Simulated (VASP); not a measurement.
# AlN (o.bB) (F-43m) in VASP: notebook

Runs on AlN (o.bB). Level: PBE. Tasks: single point, relaxation of cell and atoms.

Everything below comes from runs of VASP 6.6.1. Logs are shortened: lines on timing, memory, paths and dates and some standing lists are left out, and cuts for length are marked.

### Step 1. The cell of the first run

Symmetry: F-43m, No. 216, cubic system. The conventional cell has a = 4.380 Å, b = 4.380 Å, c = 4.380 Å, α = 90.00°, β = 90.00°, γ = 90.00°. Within 2.5 Å of Al (site symmetry -43m) lie 4 N at 1.90 Å. N (site symmetry -43m) has 4 Al at 1.90 Å within 2.5 Å.

### Step 2. Single point, PBE

The input, INCAR:

```
SYSTEM = AlN
PREC = Accurate
ENCUT = 600
EDIFF = 1E-6
ISMEAR = 0
SIGMA = 0.1
LREAL = .False.
LASPH = .True.
NELM = 120
ALGO = Normal
ISIF = 2
LWAVE = .False.
LCHARG = .False.
GGA = PE
NBANDS = 11
GGA_COMPAT = .False.
```

The input, KPOINTS:

```
Automatic mesh
0
Gamma
  8 8 8
  0 0 0
```

The input, POSCAR:

```
AlN
1.0
    0.0000000000      2.1900000000      2.1900000000
    2.1900000000      0.0000000000      2.1900000000
    2.1900000000      2.1900000000      0.0000000000
Al N
1 1
Direct
    0.0000000000      0.0000000000      0.0000000000
    0.2500000000      0.2500000000      0.2500000000
```

Potentials or basis: VASP PAW PBE potentials, release 64 (Al, N).

Launch:

```sh
> cat potpaw_PBE.64/Al/POTCAR potpaw_PBE.64/N/POTCAR > POTCAR
> mpirun -np 1 vasp_std > vasp.out
```

OUTCAR:

```text
SYSTEM = AlN
   PREC = Accurate
   ENCUT = 600
   EDIFF = 1E-6
   ISMEAR = 0
   LREAL = .False.
   LASPH = .True.
   NELM = 120
   ISIF = 2
   GGA = PE

 ion  position               nearest neighbor table
   1  0.000  0.000  0.000-   2 1.90   2 1.90   2 1.90   2 1.90
   2  0.250  0.250  0.250-   1 1.90   1 1.90   1 1.90   1 1.90

  LATTYP: Found a face centered cubic cell.
 ALAT       =     4.3800000000

  Lattice vectors:

 A1 = (   0.0000000000,   2.1900000000,   2.1900000000)
 A2 = (   2.1900000000,   0.0000000000,   2.1900000000)
 A3 = (   2.1900000000,   2.1900000000,   0.0000000000)

Analysis of symmetry for initial positions (statically):
=====================================================================
 Subroutine PRICEL returns:
 Original cell was already a primitive cell.

 Routine SETGRP: Setting up the symmetry group for a
 face centered cubic supercell.

 Subroutine GETGRP returns: Found 24 space group operations
 (whereof 24 operations were pure point group operations)
 out of a pool of 48 trial point group operations.

The static configuration has the point symmetry T_d .

Analysis of symmetry for dynamics (positions and initial velocities):
=====================================================================
 Subroutine PRICEL returns:
 Original cell was already a primitive cell.

 Routine SETGRP: Setting up the symmetry group for a
 face centered cubic supercell.

 Subroutine GETGRP returns: Found 24 space group operations
 (whereof 24 operations were pure point group operations)
 out of a pool of 48 trial point group operations.

The dynamic configuration has the point symmetry T_d .

 Subroutine INISYM returns: Found 24 space group operations
 (whereof 24 operations are pure point group operations),
 and found     1 'primitive' translations

----------------------------------------------------------------------------------------

                                     Primitive cell

  volume of cell :      21.0069

  direct lattice vectors                    reciprocal lattice vectors
     0.000000000  2.190000000  2.190000000    -0.228310502  0.228310502  0.228310502
     2.190000000  0.000000000  2.190000000     0.228310502 -0.228310502  0.228310502
     2.190000000  2.190000000  0.000000000     0.228310502  0.228310502 -0.228310502

  length of vectors
     3.097127702  3.097127702  3.097127702     0.395445390  0.395445390  0.395445390

  position of ions in fractional coordinates (direct lattice)
     0.000000000  0.000000000  0.000000000
     0.250000000  0.250000000  0.250000000

  ion indices of the primitive-cell ions
[... 85 lines left out ...]
   PSTRESS=    0.0 pullay stress
   NELECT =       8.0000    total number of electrons
   NUPDOWN=      -1.0000    fix difference up-down
   EMIN   =  10.00;   EMAX   =-10.00  energy-range for DOS
   EFERMI =   0.00;   METHOD = LEGACY
   ISMEAR =     0;   SIGMA  =   0.10  broadening in eV -4-tet -1-fermi 0-gaus
   EFERMI_NEDOS =   21; number of points for ismear=-14 and -15
   IALGO  =     38    algorithm
   IMIX   =      4    mixing-type and parameters
     AMIX     =   0.40;   BMIX     =  1.00
     AMIX_MAG =   1.60;   BMIX_MAG =  1.00
  volume/ion in A,a.u.               =      10.50        70.88
  Fermi-wavevector in a.u.,A,eV,Ry     =   1.186636  2.242416 19.158419  1.408104
  Thomas-Fermi vector in A             =   2.322804
   LORBIT       =      0    0 simple, 1 ext, 2 COOP (PROOUT), +10 PAW based schemes
   GGA     = PE    functional components
   LHFCALC =     F    Hartree Fock is set to
   AEXX    =    0.0000 exact exchange contribution
   IVDW    =     0    specifies the selected vdW correction
   LEPSILON=     F    determine dielectric tensor
   LRPA    =     F    only Hartree local field effects (RPA)
 non-spin polarized calculation
 Gauss-broadening in eV      SIGMA  =   0.10
  energy-cutoff  :      600.00
  volume of cell :       21.01
 maximum number of plane-waves:       725
 NGX is ok and might be reduce to    28
   NGX = 13   NGY = 13   NGZ = 13

 number of electron       7.9999999 magnetization

 Free energy of the ion-electron system (eV)
  ---------------------------------------------------
  ext. energy  EPLUGINS =         0.00000000
  ---------------------------------------------------
  free energy    TOTEN  =       -14.84593875 eV

  energy without entropy =      -14.84593875  energy(sigma->0) =      -14.84593875

 E-fermi :   6.3421     XC(G=0): -10.8979

 val. band max:        5.8924706121   @ k =   0.0000   0.0000   0.0000
 cond. band min:       9.2060191515   @ k =   0.5000   0.5000   0.0000
 fundamental gap:      3.3135485395
 Fermi energy:         6.3421030852

 k-point     1 :       0.0000    0.0000    0.0000
  band No.  band energies     occupation
      1      -9.0414      2.00000
      2       5.8925      2.00000
      3       5.8925      2.00000
      4       5.8925      2.00000
      5      10.0157      0.00000
      6      18.3713      0.00000
      7      18.3713      0.00000
      8      18.3713      0.00000
      9      23.5150      0.00000
     10      23.5150      0.00000
     11      24.9008      0.00000
[... 309 lines left out ...]
 k-point    24 :      -0.3750    0.2500    0.1250
  band No.  band energies     occupation
      1      -6.7015      2.00000
      2       0.7818      2.00000
      3       3.6796      2.00000
      4       4.7813      2.00000
      5      12.9678      0.00000
      6      15.0737      0.00000
      7      17.9821      0.00000
      8      18.5056      0.00000
      9      22.9650      0.00000
     10      24.5731      0.00000
     11      27.8173      0.00000

 [... further k-points ...]

------------------------ aborting loop because EDIFF is reached ----------------------------------------

  FORCE on cell =-STRESS in cart. coord.  units (eV):
  Direction    XX          YY          ZZ          XY          YZ          ZX
  --------------------------------------------------------------------------------------
  -------------------------------------------------------------------------------------
  Total        0.3595448      0.3595448      0.3595448      0.0000000      0.0000000      0.0000000
  in kB       27.4221351     27.4221351     27.4221351      0.0000000      0.0000000      0.0000000
  external PRESSURE =      27.4221351 kB  Pullay stress =       0.0000000 kB

 VOLUME and BASIS-vectors are now :
 -----------------------------------------------------------------------------
  energy-cutoff  :      600.00
  volume of cell :       21.01
      direct lattice vectors                 reciprocal lattice vectors
     0.000000000  2.190000000  2.190000000    -0.228310502  0.228310502  0.228310502
     2.190000000  0.000000000  2.190000000     0.228310502 -0.228310502  0.228310502
     2.190000000  2.190000000  0.000000000     0.228310502  0.228310502 -0.228310502

 POSITION                                       TOTAL-FORCE (eV/Angst)
 -----------------------------------------------------------------------------------
      0.00000      0.00000      0.00000        -0.000000     -0.000000      0.000000
      1.09500      1.09500      1.09500         0.000000      0.000000     -0.000000
 -----------------------------------------------------------------------------------
    total drift:                                0.000000      0.000000      0.000000

  FREE ENERGIE OF THE ION-ELECTRON SYSTEM (eV)
  ---------------------------------------------------
  free  energy   TOTEN  =       -14.8459387466 eV

  energy  without entropy=      -14.8459387466  energy(sigma->0) =      -14.84593875
```

OSZICAR:

```text
N       E                     dE             d eps       ncg     rms          rms(c)
DAV:   1     0.157470123948E+02    0.15747E+02   -0.42794E+03   646   0.684E+02
DAV:   2    -0.160317198970E+02   -0.31779E+02   -0.30374E+02   750   0.161E+02
DAV:   3    -0.172047007427E+02   -0.11730E+01   -0.11693E+01   795   0.290E+01
DAV:   4    -0.172111652446E+02   -0.64645E-02   -0.64640E-02   740   0.226E+00
DAV:   5    -0.172112429129E+02   -0.77668E-04   -0.77667E-04   773   0.247E-01    0.858E+00
DAV:   6    -0.148554770597E+02    0.23558E+01   -0.11909E+01   783   0.181E+01    0.280E+00
DAV:   7    -0.148523734643E+02    0.31036E-02   -0.16606E-01   722   0.318E+00    0.203E+00
DAV:   8    -0.148473026715E+02    0.50708E-02   -0.28266E-02   701   0.170E+00    0.580E-01
DAV:   9    -0.148458892411E+02    0.14134E-02   -0.38206E-03   758   0.395E-01    0.231E-01
DAV:  10    -0.148459295770E+02   -0.40336E-04   -0.49534E-04   701   0.146E-01    0.195E-02
DAV:  11    -0.148459387870E+02   -0.92100E-05   -0.17773E-05   740   0.295E-02    0.155E-02
DAV:  12    -0.148459387466E+02    0.40459E-07   -0.53394E-07   463   0.592E-03
   1 F= -.14845939E+02 E0= -.14845939E+02  d E =-.581502E-12
```

stdout:

```text
POSCAR found type information on POSCAR AlN
 POSCAR found :  2 types and       2 ions
 scaLAPACK will be used
 LDA part: xc-table for (Slater+PW92), standard interpolation
 POSCAR, INCAR and KPOINTS ok, starting setup
 FFT: planning ... GRIDC
 FFT: planning ... GRID_SOFT
 FFT: planning ... GRID
 WAVECAR not read
 entering main loop
```

Run time: 19 s. Hardware: 1 thread of AMD EPYC 7R13, shared host; peak memory 0.12 GiB.

What came out:

| Quantity | Value |
| --- | --- |
| Free energy | -14.8459 eV |
| Pressure | 2.7 GPa |
| Band gap on the k mesh | 3.31 eV, indirect (least direct gap 4.12 eV) |

A k mesh can miss the band edges. Expect the measured gap to be larger: semilocal functionals such as PBE lack the derivative discontinuity.

### Step 3. Single point, PBE

This run uses another cell than the first one, of 10.67 Å³/atom, 1.016 times its volume.

INCAR: that of step 2 with these lines changed.

```diff
@@ -5,3 +5,3 @@
 ISMEAR = 0
-SIGMA = 0.1
+SIGMA = 0.02
 LREAL = .False.
@@ -12,4 +12,6 @@
 LWAVE = .False.
-LCHARG = .False.
+LCHARG = .True.
 GGA = PE
+LELF = .True.
+LVHAR = .True.
 NBANDS = 11
```

The input, KPOINTS:

```
regular mesh
0
Gamma
  10 10 10
  0 0 0
```

The input, POSCAR:

```
AlN
1.0
    0.0000000000      2.2012621122      2.2012621122
    2.2012621122      0.0000000000      2.2012621122
    2.2012621122      2.2012621122      0.0000000000
Al N
1 1
Direct
    0.0000000000      0.0000000000      0.0000000000
    0.2500000000      0.2500000000      0.2500000000
```

Potentials or basis: VASP PAW PBE potentials, release 64 (Al, N).

Launch:

```sh
> cat potpaw_PBE.64/Al/POTCAR potpaw_PBE.64/N/POTCAR > POTCAR
> mpirun -np 1 vasp_std > vasp.out
```

OUTCAR:

```text
SYSTEM = AlN
   PREC = Accurate
   ENCUT = 600
   EDIFF = 1E-6
   ISMEAR = 0
   LREAL = .False.
   LASPH = .True.
   NELM = 120
   ISIF = 2
   GGA = PE

 ion  position               nearest neighbor table
   1  0.000  0.000  0.000-   2 1.91   2 1.91   2 1.91   2 1.91
   2  0.250  0.250  0.250-   1 1.91   1 1.91   1 1.91   1 1.91

  LATTYP: Found a face centered cubic cell.
 ALAT       =     4.4025242244

  Lattice vectors:

 A1 = (   0.0000000000,   2.2012621122,   2.2012621122)
[... 522 lines left out ...]

------------------------ aborting loop because EDIFF is reached ----------------------------------------

  FORCE on cell =-STRESS in cart. coord.  units (eV):
  Direction    XX          YY          ZZ          XY          YZ          ZX
  --------------------------------------------------------------------------------------
  -------------------------------------------------------------------------------------
  Total       -0.0431129     -0.0431129     -0.0431129      0.0000000     -0.0000000     -0.0000000
  in kB       -3.2379711     -3.2379711     -3.2379711      0.0000000     -0.0000000     -0.0000000
  external PRESSURE =      -3.2379711 kB  Pullay stress =       0.0000000 kB

 VOLUME and BASIS-vectors are now :
 -----------------------------------------------------------------------------
  energy-cutoff  :      600.00
  volume of cell :       21.33
      direct lattice vectors                 reciprocal lattice vectors
     0.000000000  2.201262112  2.201262112    -0.227142419  0.227142419  0.227142419
     2.201262112  0.000000000  2.201262112     0.227142419 -0.227142419  0.227142419
     2.201262112  2.201262112  0.000000000     0.227142419  0.227142419 -0.227142419

 POSITION                                       TOTAL-FORCE (eV/Angst)
 -----------------------------------------------------------------------------------
      0.00000      0.00000      0.00000         0.000000     -0.000000     -0.000000
      1.10063      1.10063      1.10063        -0.000000      0.000000      0.000000
 -----------------------------------------------------------------------------------
    total drift:                                0.000000      0.000000      0.000000

  FREE ENERGIE OF THE ION-ELECTRON SYSTEM (eV)
  ---------------------------------------------------
  free  energy   TOTEN  =       -14.8489336145 eV

  energy  without entropy=      -14.8489336145  energy(sigma->0) =      -14.84893361
```

OSZICAR:

```text
N       E                     dE             d eps       ncg     rms          rms(c)
DAV:   1     0.161936791070E+02    0.16194E+02   -0.40492E+03  1034   0.687E+02
DAV:   2    -0.159528312195E+02   -0.32147E+02   -0.30763E+02  1248   0.151E+02
DAV:   3    -0.171786568544E+02   -0.12258E+01   -0.12239E+01  1294   0.292E+01
DAV:   4    -0.171856157867E+02   -0.69589E-02   -0.69583E-02  1196   0.235E+00
DAV:   5    -0.171857045082E+02   -0.88722E-04   -0.88721E-04  1256   0.262E-01    0.851E+00
DAV:   6    -0.148572031413E+02    0.23285E+01   -0.11951E+01  1277   0.180E+01    0.278E+00
DAV:   7    -0.148554542522E+02    0.17489E-02   -0.16248E-01  1160   0.317E+00    0.201E+00
DAV:   8    -0.148504382837E+02    0.50160E-02   -0.29832E-02  1124   0.173E+00    0.595E-01
DAV:   9    -0.148488872901E+02    0.15510E-02   -0.42329E-03  1273   0.415E-01    0.234E-01
DAV:  10    -0.148489248149E+02   -0.37525E-04   -0.53968E-04  1130   0.152E-01    0.194E-02
DAV:  11    -0.148489337253E+02   -0.89104E-05   -0.18053E-05  1208   0.297E-02    0.164E-02
DAV:  12    -0.148489336145E+02    0.11076E-06   -0.66692E-07   757   0.654E-03
   1 F= -.14848934E+02 E0= -.14848934E+02  d E =-.184941E-41
```

stdout:

```text
POSCAR found type information on POSCAR AlN
 POSCAR found :  2 types and       2 ions
 scaLAPACK will be used
 LDA part: xc-table for (Slater+PW92), standard interpolation
 POSCAR, INCAR and KPOINTS ok, starting setup
 FFT: planning ... GRIDC
 FFT: planning ... GRID_SOFT
 FFT: planning ... GRID
 WAVECAR not read
 entering main loop
```

It took 28 s on 1 thread of AMD EPYC 7R13, shared host; peak memory 0.12 GiB.

Results:

```yaml
Free_energy: -14.8489 eV
Pressure: -0.3 GPa
Band_gap_on_the_k_mesh: 3.31 eV, indirect (least direct gap 3.99 eV)
```

A k mesh can miss the band edges.

### Step 4. Relaxation of cell and atoms, PBE

The input, INCAR:

```
SYSTEM = AlN
PREC = Accurate
ENCUT = 600
EDIFF = 1E-7
ISMEAR = 0
SIGMA = 0.02
LREAL = .False.
LASPH = .True.
NELM = 120
ALGO = Normal
ISIF = 3
LWAVE = .False.
LCHARG = .False.
GGA = PE
IBRION = 2
NSW = 100
EDIFFG = -0.002
GGA_COMPAT = .False.
NELMIN = 4
```

KPOINTS is that of step 3.

The input, POSCAR:

```
AlN
1.0
    0.0000000000      2.1900000000      2.1900000000
    2.1900000000      0.0000000000      2.1900000000
    2.1900000000      2.1900000000      0.0000000000
Al N
1 1
Direct
    0.0000000000      0.0000000000      0.0000000000
    0.2500000000      0.2500000000      0.2500000000
```

Potentials or basis: VASP PAW PBE potentials, release 64 (Al, N).

Launch:

```sh
> cat potpaw_PBE.64/Al/POTCAR potpaw_PBE.64/N/POTCAR > POTCAR
> mpirun -np 1 vasp_std > vasp.out
```

OUTCAR:

```text
SYSTEM = AlN
   PREC = Accurate
   ENCUT = 600
   EDIFF = 1E-7
   ISMEAR = 0
   LREAL = .False.
   LASPH = .True.
   NELM = 120
   ISIF = 3
   GGA = PE
   IBRION = 2
   NSW = 100
   EDIFFG = -0.002
   NELMIN = 4

 ion  position               nearest neighbor table
   1  0.000  0.000  0.000-   2 1.90   2 1.90   2 1.90   2 1.90
   2  0.250  0.250  0.250-   1 1.90   1 1.90   1 1.90   1 1.90

  LATTYP: Found a face centered cubic cell.
 ALAT       =     4.3800000000

  Lattice vectors:

 A1 = (   0.0000000000,   2.1900000000,   2.1900000000)
 A2 = (   2.1900000000,   0.0000000000,   2.1900000000)
 A3 = (   2.1900000000,   2.1900000000,   0.0000000000)

Analysis of symmetry for initial positions (statically):
=====================================================================
[... 260 lines left out ...]
 fundamental gap:      3.3065569266
 Fermi energy:         5.8714707166

 k-point     1 :       0.0000    0.0000    0.0000
  band No.  band energies     occupation
      1      -9.0914      2.00000
      2       5.7632      2.00000
      3       5.7632      2.00000
      4       5.7632      2.00000
      5       9.7653      0.00000
      6      18.1067      0.00000
      7      18.1067      0.00000
      8      18.1067      0.00000
[... 243 lines left out ...]
 k-point    24 :       0.4000    0.3000    0.0000
  band No.  band energies     occupation
      1      -7.1441      2.00000
      2       1.6592      2.00000
      3       4.0854      2.00000
      4       4.3788      2.00000
      5      10.6299      0.00000
      6      15.1493      0.00000
      7      17.7565      0.00000
      8      20.1101      0.00000

 [... further k-points ...]

------------------------ aborting loop because EDIFF is reached ----------------------------------------

  FORCE on cell =-STRESS in cart. coord.  units (eV):
  Direction    XX          YY          ZZ          XY          YZ          ZX
  --------------------------------------------------------------------------------------
  -------------------------------------------------------------------------------------
  Total        0.0004200      0.0004200      0.0004200      0.0000000      0.0000000      0.0000000
  in kB        0.0315920      0.0315920      0.0315920      0.0000000      0.0000000      0.0000000
  external PRESSURE =       0.0315920 kB  Pullay stress =       0.0000000 kB
[... 17 lines left out ...]
  FREE ENERGIE OF THE ION-ELECTRON SYSTEM (eV)
  ---------------------------------------------------
  free  energy   TOTEN  =       -14.8485546933 eV

  energy  without entropy=      -14.8485546933  energy(sigma->0) =      -14.84855469

 reached required accuracy - stopping structural energy minimisation
```

OSZICAR:

```text
N       E                     dE             d eps       ncg     rms          rms(c)
DAV:   1     0.145679361852E+02    0.14568E+02   -0.44671E+03   768   0.949E+02
DAV:   2    -0.165014795497E+02   -0.31069E+02   -0.29949E+02  1048   0.163E+02
DAV:   3    -0.172088288174E+02   -0.70735E+00   -0.70735E+00   856   0.306E+01
DAV:   4    -0.172112705675E+02   -0.24418E-02   -0.24418E-02  1200   0.172E+00
[... 23 lines left out ...]
DAV:   3    -0.148485778231E+02    0.31455E-04   -0.27129E-04   840   0.181E-01    0.330E-02
DAV:   4    -0.148485566177E+02    0.21205E-04   -0.11849E-05   976   0.331E-02    0.140E-02
DAV:   5    -0.148485544917E+02    0.21260E-05   -0.28078E-06   792   0.157E-02    0.715E-03
DAV:   6    -0.148485546510E+02   -0.15926E-06   -0.34490E-08   488   0.198E-03    0.193E-03
DAV:   7    -0.148485546933E+02   -0.42330E-07   -0.26430E-08   376   0.127E-03
   3 F= -.14848555E+02 E0= -.14848555E+02  d E =-.248237E-02
```

It took 54 s on 1 thread of AMD EPYC 7R13, shared host; peak memory 0.13 GiB.

Results:

```yaml
Free_energy: -14.8486 eV
Relaxed_volume: 10.65 Å³/atom
Relaxed_cell: a = 3.111 Å, b = 3.111 Å, c = 3.111 Å, α = 60.00°, β = 60.00°, γ = 60.00°
Space_group_after_relaxing_to_0.05_Å: F-43m (No. 216)
Energy_gained_by_relaxing: 1.2 meV/atom
Ionic_steps: 3
Pressure_after_relaxing: 0.0 GPa
Band_gap_on_the_k_mesh: 3.31 eV, indirect (least direct gap 4.00 eV)
```

The path:
| step | energy change (eV) | largest force (eV/Å) | pressure (GPa) | volume (Å³) |
| --- | --- | --- | --- | --- |
| 1 | 0.0000 | 0.0000 | 2.76 | 21.01 |
| 2 | -0.0006 | 0.0000 | -2.31 | 21.56 |
| 3 | -0.0025 | 0.0000 | 0.00 | 21.30 |

Final structure:
```xyz
2
Lattice="0.0000 2.2001 2.2001 2.2001 0.0000 2.2001 2.2001 2.2001 0.0000" Properties=species:S:1:pos:R:3 pbc="T T T"
Al    0.0000    0.0000    0.0000
N     1.1001    1.1001    1.1001
```

### Step 5. Summary

```csv
task,cell,k mesh,smearing,gap on the mesh (eV),pressure (GPa)
single point,"a = 3.097 Å, angles 60.0°, 2 atoms",8 × 8 × 8,gaussian 0.1 eV,3.31,2.7
single point,"a = 3.113 Å, angles 60.0°, 2 atoms",10 × 10 × 10,gaussian 0.02 eV,3.31,-0.3
relaxation of cell and atoms,"relaxed from a = 3.097 Å, angles 60.0°, 2 atoms",10 × 10 × 10,gaussian 0.02 eV,3.31,0.0
```

Alike in all rows: level PBE; potentials or basis VASP PAW PBE potentials, release 64 (Al, N); no spin polarisation; cutoff (eV) 600.

Total energies depend on the potentials used, so only differences within one code and one set of settings carry meaning.
